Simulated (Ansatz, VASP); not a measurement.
**ZrSc: VASP beside Ansatz**

Contents of INCAR:

```
SYSTEM = ZrSc
PREC = Accurate
ENCUT = 520
EDIFF = 1E-6
ISMEAR = 0
SIGMA = 0.15
LREAL = .FALSE.
LASPH = .TRUE.
NELM = 60
ALGO = Fast
ISIF = 2
LWAVE = .FALSE.
LCHARG = .FALSE.
NBANDS = 18
```

The input KPOINTS:

```
Automatic mesh
0
G
  18 18 10
  0 0 0
```

POSCAR

```
ZrSc
1.0
    3.0892760553      0.0000000000      0.0000000000
   -1.5446380277      2.6753915432      0.0000000000
    0.0000000000      0.0000000000      5.8212549274
Zr Sc
1 1
Direct
    0.6666666667      0.3333333333      0.0000000000
    0.0000000000      0.0000000000      0.5000000000
```

Input for Ansatz:

```yaml
crystal:
  lattice:
    - [3.0892760553, 0.0, 0.0]
    - [-1.5446380277, 2.6753915432, 0.0]
    - [0.0, 0.0, 5.8212549274]
  atoms:
    - { symbol: Zr, position: [0.6666666667, 0.3333333333, 0.0] }
    - { symbol: Sc, position: [0.0, 0.0, 0.5] }
basis:
  ecutwfc: 420
kpoints:
  mp_grid: { grid: [18, 18, 10] }
hamiltonian:
  xc: lda
scf:
  occupations: { method: gaussian, width: 0.15 }
output:
  forces: true
  stress: true
  eigenvalues: true
```

Alike in both runs: task single point; functional LDA; k mesh 18 × 18 × 10; occupations gaussian, width 0.15 eV; no spin polarisation.

```csv
,VASP,Ansatz
version,VASP 6.6.1,Ansatz 0.2.0
potentials or method,"VASP PAW LDA potentials, release 64 (Zr_sv, Sc_sv), cutoff 520 eV","scalar-relativistic, plane waves, PAW"
valence electrons in the cell,23,23
```

Ansatz gave:

* gap on the k mesh at the Fermi level (eV): none
* pressure (GPa): -6.0
* traceless stress, the component that is largest in VASP (GPa): -7.12

Q: What did VASP give for the same quantities?

A: gap on the k mesh at the Fermi level (eV): none; pressure (GPa): -5.8; traceless stress, the component that is largest in VASP (GPa): -7.07.

LDA's correlation is that of Perdew and Zunger in VASP and of Perdew and Wang (1992) in Ansatz. A gap of «none» marks a metal or a gap that the smearing closes.
